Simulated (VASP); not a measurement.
Write the native input for VASP 6.6.1 that does the following.

```yaml
Task: relaxation of cell and atoms
Functional: PBE
Potentials_or_basis: VASP PAW PBE potentials, release 64 (Li_sv, Cl)
Cutoff: 600 eV
k_mesh: 9 × 9 × 3
Occupations: gaussian, width 0.02 eV
Spin: no spin polarisation
Dipole_correction: no
Further_INCAR_settings: ALGO = Normal; EDIFF = 1e-06; IBRION = 2; EDIFFG = -0.01; NSW = 65; ISIF = 3
```

The structure of LiCl lies in POSCAR:

```
LiCl
1.0
    3.6417967620      0.0000000000      0.0000000000
   -1.8208983810      3.1538885114      0.0000000000
    0.0000000000      0.0000000000     11.8940576268
Li Cl
4 4
Direct
    0.0000000000      0.0000000000      0.0000000000
    0.3333333333      0.6666666667      0.2500000000
    0.0000000000      0.0000000000      0.5000000000
    0.6666666667      0.3333333333      0.7500000000
    0.6666666667      0.3333333333      0.1250000000
    0.6666666667      0.3333333333      0.3750000000
    0.3333333333      0.6666666667      0.6250000000
    0.3333333333      0.6666666667      0.8750000000
```

These files were run (other wordings do the same):

INCAR

```
PREC = Accurate
ENCUT = 600
EDIFF = 1E-6
ISMEAR = 0
SIGMA = 0.02
LREAL = F
LASPH = T
NELM = 80
ALGO = Normal
ISIF = 3
LWAVE = F
LCHARG = F
GGA = PE
IBRION = 2
NSW = 65
EDIFFG = -0.01
```

KPOINTS

```
Automatic mesh
0
Gamma
  9 9 3
```

Potentials or basis: VASP PAW PBE potentials, release 64 (Li_sv, Cl).

The run is started by

```sh
$ cat potpaw_PBE.64/Li_sv/POTCAR potpaw_PBE.64/Cl/POTCAR > POTCAR
$ mpirun -np 1 vasp_std > vasp.out
```

It gave:

The relaxed volume is 17.51 Å³/atom. The relaxed cell is a = 3.599 Å, b = 3.599 Å, c = 12.484 Å, α = 90.00°, β = 90.00°, γ = 120.00°. The space group after relaxing (to 0.05 Å) is P6_3/mmc (No. 194) and the energy gained by relaxing is 26.7 meV/atom. The ionic steps are 7. The pressure after relaxing is 0.0 GPa, the largest force after relaxing is 0.008 eV/Å and the band gap on the k mesh is 5.74 eV, direct.

Caveat: the cutoff is under 1.25 times the usual one of these potentials, so pressure, stress and relaxed cells hold a basis-set (Pulay) error.

Run time: 10 min on 1 thread of Oxide Virtual Turin-like Processor, with other jobs on the host, peak memory 0.28 GiB.
